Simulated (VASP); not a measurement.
Wanted: the native input for a VASP 6.6.1 run.

```yaml
Task: single point
Functional: PBE
Potentials_or_basis: VASP PAW PBE potentials, release 64 (Co, O)
Cutoff: 600 eV
k_mesh: 6 × 6 × 6
Occupations: gaussian, width 0.1 eV
Spin: collinear spin, ferromagnetic start
Starting_moments: "[3.0, 0.0] μB"
Dipole_correction: no
Further_INCAR_settings: ALGO = Normal; EDIFF = 1e-06; NBANDS = 18
```

The structure of CoO lies in POSCAR:

```
CoO
1.0
    1.5054695445      0.8691832468      2.4399269062
   -1.5054695445      0.8691832468      2.4399269062
    0.0000000000     -1.7383664936      2.4399269062
Co O
1 1
Direct
    0.0000000000      0.0000000000      0.0000000000
    0.5000000000      0.5000000000      0.5000000000
```

One way to write it, as run:

INCAR

```
SYSTEM = CoO
  PREC = Accurate
  ENCUT = 600
  EDIFF = 1E-6
  ISMEAR = 0
  SIGMA = 0.1
  LREAL = .FALSE.
  LASPH = .TRUE.
  NELM = 200
  ALGO = Normal
  ISIF = 2
  LWAVE = .FALSE.
  LCHARG = .TRUE.
  ISPIN = 2
  MAGMOM = 3 0
  LORBIT = 11
  LMAXMIX = 4
  GGA = PE
  LELF = .TRUE.
  LVHAR = .TRUE.
  NBANDS = 18
  GGA_COMPAT = .FALSE.
```

KPOINTS

```
Automatic mesh
0
G
  6 6 6
  0 0 0
```

Potentials or basis: VASP PAW PBE potentials, release 64 (Co, O).

Command:

```console
$ cat potpaw_PBE.64/Co/POTCAR potpaw_PBE.64/O/POTCAR > POTCAR
$ mpirun -np 1 vasp_std > vasp.out
```

It gave:

The pressure is -2.4 GPa. The net moment is 2.73 μB per cell and the site moments are Co +2.44; O +0.24 μB. The valence electrons inside the program's atomic spheres are Co 7.82; O 4.97.

Caveat: the k points lie up to 0.43 Å⁻¹ apart; a cell with one magnetic atom can't hold antiferromagnetic order, which such compounds often take.

It took 38 s on 1 thread of Intel Xeon 8259CL, with other jobs on the host, peak memory 0.16 GiB.
